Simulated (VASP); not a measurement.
## ZnO: single point with PBE+D3(BJ)

ZnO:

```xyz
4
Lattice="3.4710 0.0000 0.0000 -1.7355 3.0060 0.0000 0.0000 0.0000 6.3983" Properties=species:S:1:pos:R:3 pbc="T T T"
Zn    0.0000    0.0000    4.7987
Zn    0.0000    0.0000    1.5996
O     0.0000    2.0040    1.5996
O     1.7355    1.0020    4.7987
```

This cell differs from its parent crystal: ratio of the length along z to the lengths across it x 0.85, volume and fractional coordinates fixed.

* Program: VASP 6.6.1
* Task: single point
* Functional: PBE
* Dispersion: D3(BJ)
* Potentials or basis: VASP PAW PBE potentials, release 64 (Zn, O)
* Cutoff: 520 eV
* k mesh: 12 × 12 × 4
* Occupations: gaussian, width 0.05 eV
* Spin: no spin polarisation

The pressure is -13.1 GPa. The band gap on the k mesh is 0.50 eV and the dispersion energy per atom is -0.158 eV.

Stress tensor (GPa, compression positive):
```
-19.21   0.00   0.00
  0.00 -19.21   0.00
  0.00   0.00  -0.96
```

Levels at points of the mesh, in eV from the valence-band top:
```tsv
k point	band 16	band 17	band 18	band 19	band 20	band 21
(0.00, 0.00, 0.00)	-0.01	0.00	0.00	0.50	3.60	5.56
(0.50, 0.00, 0.00)	-1.27	-0.45	-0.39	4.69	4.81	6.04
(0.00, 0.00, 0.50)	-0.01	-0.01	-0.01	2.00	2.00	8.23
(0.50, 0.00, 0.50)	-1.38	-0.34	-0.34	4.51	4.51	7.86
```

Wall time 2.9 min on 1 thread of Intel Xeon 8259CL (shared host), peak memory 0.24 GiB.

Caveat: the stress differs along the axes, from -19 to -1 GPa; semilocal functionals underestimate gaps, and a narrow one can read as zero.
